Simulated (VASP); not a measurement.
A run of VASP 6.6.1 is set up as follows.

File INCAR:

```
PREC     = Accurate       # precision mode
ENCUT    = 520            # plane-wave cutoff, eV
EDIFF    = 1E-6           # SCF threshold, eV
ISMEAR   = 0              # smearing method
SIGMA    = 0.1            # smearing width, eV
LREAL    = F              # projectors in reciprocal space
LASPH    = T              # aspherical terms in the spheres
NELM     = 80             # most SCF steps
ALGO     = Normal         # electronic algorithm
ISIF     = 2              # what is computed and relaxed
LWAVE    = F              # write WAVECAR
LCHARG   = F              # write CHGCAR
GGA      = PE             # functional
NBANDS   = 12             # bands
```

File KPOINTS:

```
regular mesh
0
Gamma
  18 18 18
```

The input POSCAR:

```
Ag
1.0
    0.0000000000      1.9870874261      1.9870874261
    1.9870874261      0.0000000000      1.9870874261
    1.9870874261      1.9870874261      0.0000000000
Ag
1
Direct
    0.0000000000      0.0000000000      0.0000000000
```

Potentials or basis: VASP PAW PBE potentials, release 64 (Ag).

Launch:

```bash
$ cat potpaw_PBE.64/Ag/POTCAR > POTCAR
$ mpirun -np 1 vasp_std > vasp.out
```

Question: Estimate the pressure.

Answer: 16.7 GPa.
